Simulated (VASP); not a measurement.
SiC (Moissanite): single point with LDA

SiC (Moissanite):

```
CELL_PARAMETERS angstrom
3.11648 0.00000 0.00000
-1.55824 2.69895 0.00000
0.00000 0.00000 5.11443
ATOMIC_POSITIONS crystal
Si 0.66667 0.33333 0.50000
Si 0.33333 0.66667 0.00000
C 0.66667 0.33333 0.88500
C 0.33333 0.66667 0.38500
```

This cell differs from its parent crystal: volume scaled by 1.04.

```
Program                : VASP 6.6.1
Task                   : single point
Functional             : LDA
Potentials or basis    : VASP PAW LDA potentials, release 64 (Si, C)
Cutoff                 : 520 eV
k mesh                 : 10 × 10 × 5
Occupations            : fermi-dirac, width 0.05 eV
Spin                   : no spin polarisation
Dipole correction      : no
Further INCAR settings : ALGO = Normal; EDIFF = 1e-06; NBANDS = 16
```

```json
{"Pressure": "-11.4 GPa", "Largest force": "0.676 eV/Å", "Band gap on the k mesh": "2.42 eV, indirect (least direct gap 3.89 eV)"}
```

Forces in eV/Å, atoms in the order of the input:
```
Si   0.000  0.000  0.676
Si   0.000  0.000  0.676
C    0.000  0.000 -0.676
C    0.000  0.000 -0.676
```

Stress tensor (GPa, compression positive):
```
-10.46   0.00   0.00
  0.00 -10.46   0.00
  0.00   0.00 -13.27
```

Levels at points of the mesh, in eV from the valence-band top:
```csv
k point,band 4,band 5,band 6,band 7,band 8,band 9,band 10,band 11,band 12,band 13
"(0.00, 0.00, 0.00)",-1.53,-1.53,-0.28,-0.28,0.00,4.25,5.63,6.17,6.17,7.12
"(0.50, 0.00, 0.00)",-6.44,-5.30,-3.47,-3.18,-1.47,2.42,4.06,6.37,6.97,9.22
```

Run time: 36 s on 1 thread of AMD EPYC 7R13 Processor (Zen 3), with other jobs on the host, peak memory 0.11 GiB.

 A k mesh can miss the band edges.
